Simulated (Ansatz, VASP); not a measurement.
# CsNiN in VASP and in Ansatz

Contents of INCAR:

```
SYSTEM = CsNiN
ALGO = Normal ; EDIFF = 1E-6
ENCUT = 520 ; GGA = PE
ISIF = 2 ; ISMEAR = -1
ISPIN = 2 ; LASPH = .True.
LCHARG = .True. ; LELF = .True.
LMAXMIX = 4 ; LORBIT = 11
LREAL = .False. ; LVHAR = .True.
LWAVE = .False. ; MAGMOM = 0 -0.46 0
NBANDS = 23 ; NELM = 150
PREC = Accurate ; SIGMA = 0.05
```

Contents of KPOINTS:

```
k-points
0
Gamma
  6 6 8
  0 0 0
```

File POSCAR:

```
CsNiN
1.0
    5.5369659567      0.0000000000      0.0000000000
   -2.7684829784      4.7951531784      0.0000000000
    0.0000000000      0.0000000000      3.4466570000
Cs Ni N
1 1 1
Direct
    0.6666666667      0.3333333333      0.5000000000
    0.3333333333      0.6666666667      0.0000000000
    0.3333333333      0.6666666667      0.5000000000
```

The input input.yaml:

```yaml
crystal:
  lattice:
    - [5.5369659567, 0.0, 0.0]
    - [-2.7684829784, 4.7951531784, 0.0]
    - [0.0, 0.0, 3.446657]
  atoms:
    - { symbol: Cs, position: [0.6666666667, 0.3333333333, 0.5] }
    - { symbol: Ni, position: [0.3333333333, 0.6666666667, 0.0], spin: -0.46 }
    - { symbol: "N", position: [0.3333333333, 0.6666666667, 0.5] }
hamiltonian:
  xc: pbe
  pseudopotentials: { kind: paw }
magnetization:
  spin_polarized: true
kpoints:
  mp_grid: { grid: [6, 6, 8] }
scf:
  occupations: { method: fermi_dirac, width: 0.05 }
output:
  forces: true
  stress: true
  eigenvalues: true
  write_density: true
  write_potential: true
  elf: true
  volumetric_format: npy
```

Alike in both runs: task single point; functional PBE; k mesh 6 × 6 × 8; occupations fermi-dirac, width 0.05 eV; collinear spin.

|  | VASP | Ansatz |
| --- | --- | --- |
| version | VASP 6.6.1 | Ansatz 0.2.0 |
| potentials or method | VASP PAW PBE potentials, release 64 (Cs_sv, Ni, N) | Ansatz PAW |
| plane-wave cutoff (eV) | 520 | 420 |
| valence electrons in the cell | 24 | 32 |

```tsv
	VASP	Ansatz	Ansatz less VASP
gap on the k mesh at the Fermi level (eV)	none	none	-
pressure (GPa)	0.1	0.1	-0.06
traceless stress, the component that is largest in VASP (GPa)	0.03	-0.08	-0.116
net moment per atom (μB)	0.13	0.13	+0.001
size of the moment on the site where the two differ most (μB)	0.22	0.21	-0.015
```

Site moments also hang on the region over which each program counts them. A gap of «none» marks a metal or a gap that the smearing closes. VASP's potentials hold 24 valence electrons a cell and Ansatz's 32, so a difference there can come from the potentials and not from the codes.

Spin-orbit coupling is off throughout.
